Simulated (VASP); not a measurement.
Runs of VASP 6.6.1 on BaZrO3. The structure is that of space group P4/mmm (No. 123), or close to it. The cells are those of the table. 

```csv
task,spin,cell,cutoff (eV),gap on the mesh (eV),pressure (GPa),largest force (eV/Å)
single point,off,"a = 5.959, b = 5.959, c = 5.052 Å, 5 atoms",520,none,0.5,0.25
single point,"collinear, ferromagnetic start","a = 5.959, b = 5.959, c = 5.052 Å, 5 atoms",520,none,0.5,0.24
single point,off,"a = 4.401, b = 4.401, c = 5.067 Å, 5 atoms",520,none,36.1,(a)
relaxation of cell and atoms,off,"relaxed from a = 4.401, b = 4.401, c = 5.067 Å, 5 atoms",600,none,0.1,0.03
```

Alike in all rows: level PBE; potentials or basis VASP PAW PBE potentials, release 64 (Ba_sv, Zr_sv, O); k mesh 4 × 4 × 4; smearing gaussian 0.1 eV.

**Question.** Fill in the values left out.

**Answer.** (a) 19.33.

Caveats: spin-orbit coupling is left out, which moves the levels of the heavy elements; forces of over 1 eV/Å act on the atoms, so gaps and moduli don't describe the material at rest (some runs).

A k mesh can miss the band edges, and the runs leave out spin-orbit coupling on Ba, Zr.

A gap of «none» marks levels without a gap at the run's occupations.
